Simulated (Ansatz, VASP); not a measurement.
## Two plane-wave programs on EuOs

```xyz
2
Lattice="3.4561 0.0000 0.0000 0.0000 3.4561 0.0000 0.0000 0.0000 3.4561" Properties=species:S:1:pos:R:3 pbc="T T T"
Eu    0.0000    0.0000    0.0000
Os    1.7280    1.7280    1.7280
```

Alike in both runs: task single point; functional PBE; k mesh 10 × 10 × 10; occupations gaussian, width 0.05 eV; collinear spin.

|  | VASP | Ansatz |
| --- | --- | --- |
| version | VASP 6.6.1 | Ansatz 0.2.0 |
| potentials or method | VASP PAW PBE potentials, release 64 (Eu, Os), cutoff 520 eV | scalar-relativistic, plane waves, PAW |
| valence electrons in the cell | 25 | 33 |

Ansatz gave:

```
gap on the k mesh at the Fermi level (eV)                     : none
pressure (GPa)                                                : 0.1
net moment per atom (μB)                                      : 2.89
size of the moment on the site where the two differ most (μB) : 6.37
```

Problem. What did VASP give for the same quantities?

Solution. gap on the k mesh at the Fermi level (eV): none; pressure (GPa): 0.2; net moment per atom (μB): 2.90; size of the moment on the site where the two differ most (μB): 6.26.

Site moments also hang on the region over which each program counts them. A gap of «none» marks a metal or a gap that the smearing closes. The functional is the same, so the differences come from potentials, cutoffs and numerics. VASP's potentials hold 25 valence electrons a cell and Ansatz's 33, so a difference there can come from the potentials and not from the codes. Ansatz's warnings: stability check not made.

Neither program's run includes spin-orbit coupling.
